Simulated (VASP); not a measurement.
# NaCl (P6_3/mmc) in VASP: settings compared, part 2 of 2

VASP 6.6.1. Earlier steps stand in the parts before.

## 4. Single point, PBEsol

This run uses another cell than the first one, of 22.02 Å³/atom.

Contents of INCAR:

```
PREC = Accurate ; ENCUT = 520
EDIFF = 1E-7 ; ISMEAR = -1
SIGMA = 0.02 ; LREAL = F
LASPH = T ; NELM = 100
ALGO = Normal ; ISIF = 2
LWAVE = F ; LCHARG = F
GGA = PS ; NBANDS = 22
```

Contents of KPOINTS:

```
Automatic mesh
0
Gamma
  6 6 4
```

Contents of POSCAR:

```
NaCl
1.0
    3.8822276359      0.0000000000      0.0000000000
   -1.9411138180      3.3621077559      0.0000000000
    0.0000000000      0.0000000000      6.7468856498
Na Cl
2 2
Direct
    0.0000000000      0.0000000000      0.0000000000
    0.0000000000      0.0000000000      0.5000000000
    0.3333333333      0.6666666667      0.2500000000
    0.6666666667      0.3333333333      0.7500000000
```

Potentials or basis: VASP PAW PBE potentials, release 64 (Na_pv, Cl).

The run is started by

```
cat potpaw_PBE.64/Na_pv/POTCAR potpaw_PBE.64/Cl/POTCAR > POTCAR
mpirun -np 1 vasp_std > vasp.out
```

OUTCAR:

```text
PREC = Accurate
   ENCUT = 520
   EDIFF = 1E-7
   ISMEAR = -1
   LREAL = F
   LASPH = T
   NELM = 100
   ISIF = 2
   GGA = PS

 ion  position               nearest neighbor table
   1  0.000  0.000  0.000-
   2  0.000  0.000  0.500-
   3  0.333  0.667  0.250-
   4  0.667  0.333  0.750-

  LATTYP: Found a hexagonal cell.
 ALAT       =     3.8822276359
 C/A-ratio  =     1.7378902740

  Lattice vectors:

 A1 = (   3.8822276359,   0.0000000000,   0.0000000000)
 A2 = (  -1.9411138180,   3.3621077559,   0.0000000000)
 A3 = (   0.0000000000,   0.0000000000,   6.7468856498)

Analysis of symmetry for initial positions (statically):
=====================================================================
 Subroutine PRICEL returns:
 Original cell was already a primitive cell.

 Routine SETGRP: Setting up the symmetry group for a
 hexagonal supercell.

[... 162 lines left out ...]
  ext. energy  EPLUGINS =         0.00000000
  ---------------------------------------------------
  free energy    TOTEN  =       -13.89491204 eV

  energy without entropy =      -13.89491204  energy(sigma->0) =      -13.89491204

 E-fermi :  -0.1577     XC(G=0):  -8.4093

 val. band max:       -0.5867121444   @ k =   0.0000   0.0000   0.0000
 cond. band min:       4.3131076756   @ k =   0.0000   0.0000   0.0000
 fundamental gap:      4.8998198199
 Fermi energy:        -0.1577048353

 k-point     1 :       0.0000    0.0000    0.0000
  band No.  band energies     occupation
      1     -21.4209      2.00000
      2     -21.3651      2.00000
      3     -21.3651      2.00000
      4     -21.3584      2.00000
      5     -21.3583      2.00000
      6     -21.3525      2.00000
[... 514 lines left out ...]
     21      10.7567      0.00000
     22      10.7567      0.00000

------------------------ aborting loop because EDIFF is reached ----------------------------------------

  FORCE on cell =-STRESS in cart. coord.  units (eV):
  Direction    XX          YY          ZZ          XY          YZ          ZX
  --------------------------------------------------------------------------------------
  -------------------------------------------------------------------------------------
  Total        0.0362405      0.0362405      0.0330867     -0.0000000     -0.0000000      0.0000000
  in kB        0.6593392      0.6593392      0.6019598     -0.0000000     -0.0000000      0.0000000
  external PRESSURE =       0.6402128 kB  Pullay stress =       0.0000000 kB

 VOLUME and BASIS-vectors are now :
 -----------------------------------------------------------------------------
  energy-cutoff  :      520.00
  volume of cell :       88.06
      direct lattice vectors                 reciprocal lattice vectors
     3.882227636  0.000000000  0.000000000     0.257584071  0.148716233  0.000000000
    -1.941113818  3.362107756  0.000000000     0.000000000  0.297432466  0.000000000
     0.000000000  0.000000000  6.746885650     0.000000000  0.000000000  0.148216533

 POSITION                                       TOTAL-FORCE (eV/Angst)
 -----------------------------------------------------------------------------------
      0.00000      0.00000      0.00000         0.000000      0.000000     -0.000000
      0.00000      0.00000      3.37344         0.000000      0.000000     -0.000000
     -0.00000      2.24141      1.68672        -0.000000      0.000000      0.000000
      1.94111      1.12070      5.06016         0.000000      0.000000      0.000000
 -----------------------------------------------------------------------------------
    total drift:                               -0.000000      0.000000     -0.000000

  FREE ENERGIE OF THE ION-ELECTRON SYSTEM (eV)
  ---------------------------------------------------
  free  energy   TOTEN  =       -13.8949120358 eV

  energy  without entropy=      -13.8949120358  energy(sigma->0) =      -13.89491204
```

stdout:

```text
POSCAR found type information on POSCAR NaCl
 POSCAR found :  2 types and       4 ions
 scaLAPACK will be used
 -----------------------------------------------------------------------------
|                                                                             |
|                                                                             |
|     You enforced a specific xc type in the INCAR file but a different       |
|     I HOPE YOU KNOW WHAT YOU ARE DOING!                                     |
|                                                                             |
 -----------------------------------------------------------------------------

 LDA part: xc-table for (Slater+PW92), standard interpolation
 POSCAR, INCAR and KPOINTS ok, starting setup
 FFT: planning ... GRIDC
 FFT: planning ... GRID_SOFT
 FFT: planning ... GRID
 WAVECAR not read
 entering main loop
```

Run time: 17 s. Hardware: 1 thread of AMD EPYC 9R45 (Zen 5), shared host; peak memory 0.17 GiB.

What came out:

* Free energy: -13.8949 eV
* Pressure: 0.1 GPa
* Band gap on the k mesh: 4.90 eV

Levels at points of the mesh, in eV from the valence-band top:
```
           k point  band 10  band 11  band 12  band 13  band 14  band 15  band 16  band 17  band 18  band 19
(0.00, 0.00, 0.00)    -0.25    -0.22    -0.22     0.00     0.00     4.90     7.18    10.04    10.14    11.39
(0.50, 0.00, 0.00)    -1.58    -1.15    -0.68    -0.59    -0.33     7.50     7.82     8.11     9.83     9.97
(0.00, 0.00, 0.50)    -1.34    -0.11    -0.11    -0.11    -0.11     6.38     6.38     9.59     9.59    11.23
(0.50, 0.00, 0.50)    -1.96    -0.69    -0.69    -0.47    -0.47     7.35     7.35     8.78     8.78    10.81
```

Caveat: the PAW data sets were made with another functional, which shifts forces and pressure a little.

## 5. Overview

| level | potentials or basis | cell | k mesh | smearing | gap on the mesh (eV) | pressure (GPa) |
| --- | --- | --- | --- | --- | --- | --- |
| PBE | VASP PAW PBE potentials, release 64 (Na_pv, Cl) | a = 3.892, b = 3.892, c = 6.737 Å, angles 90.0, 90.0, 120.0°, 4 atoms | 6 × 6 × 2 | gaussian 0.01 eV | 5.07 | 1.2 |
| LDA | VASP PAW LDA potentials, release 64 (Na_pv, Cl) | a = 3.790, b = 3.790, c = 6.578 Å, angles 90.0, 90.0, 120.0°, 4 atoms | 6 × 6 × 4 | fermi-dirac 0.02 eV | 4.96 | 0.0 |
| PBEsol | VASP PAW PBE potentials, release 64 (Na_pv, Cl) | a = 3.882, b = 3.882, c = 6.747 Å, angles 90.0, 90.0, 120.0°, 4 atoms | 6 × 6 × 4 | fermi-dirac 0.02 eV | 4.90 | 0.1 |

Alike in all rows: task single point; no spin polarisation; cutoff (eV) 520.

Caveats: some runs use coarse meshes; the PAW data sets were made with another functional, which shifts forces and pressure a little (at least some runs).

Total energies depend on the potentials used, so only differences within one code and one set of settings carry meaning.
